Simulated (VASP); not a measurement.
ZrH4, 10 atoms in the cell. Symmetry: P2_1/m, No. 11, monoclinic system. The conventional cell has a = 3.880 Å, b = 3.445 Å, c = 5.887 Å, α = 90.00°, β = 109.18°, γ = 90.00°. Within 2.7 Å of Zr (site symmetry m) lie 11 H at 2.00 to 2.08 Å. H (site symmetry m) has 2 Zr at 2.03 Å and 14 H at 2.31 to 2.65 Å within 2.7 Å. Within 2.7 Å of H (site symmetry m) lie 10 H at 1.97 to 2.65 Å and 3 Zr at 2.06 to 2.08 Å. Within 2.6 Å of H (site symmetry m) lie 8 H at 1.92 to 2.56 Å and 3 Zr at 2.00 to 2.07 Å. H (site symmetry m) has 8 H at 1.92 to 2.55 Å and 3 Zr at 2.00 to 2.07 Å within 2.6 Å. The cell was built from a structure type or drawn by symmetry, and may not be a known phase.

* Program: VASP 6.6.1
* Task: single point
* Functional: PBE
* Potentials or basis: VASP PAW PBE potentials, release 64 (Zr_sv, H)
* Cutoff: 520 eV
* k mesh: 8 × 10 × 6
* Occupations: gaussian, width 0.1 eV
* Spin: no spin polarisation
* Dipole correction: no
* Further INCAR settings: ALGO = Normal; EDIFF = 1e-06; NBANDS = 27

Potentials or basis: VASP PAW PBE potentials, release 64 (Zr_sv, H).

Launch:

```console
$ cat potpaw_PBE.64/Zr_sv/POTCAR potpaw_PBE.64/H/POTCAR > POTCAR
$ mpirun -np 1 vasp_std > vasp.out
```

Hardware: 1 thread of Intel(R) Xeon(R) Platinum 8488C (Sapphire Rapids), on a shared host.

Task: How long does it take, and how much memory?

Result: Run time: 4.8 min on 1 thread of Intel(R) Xeon(R) Platinum 8488C (Sapphire Rapids) (shared host), peak memory 0.37 GiB. Counts: scf iterations 14, k points 156.
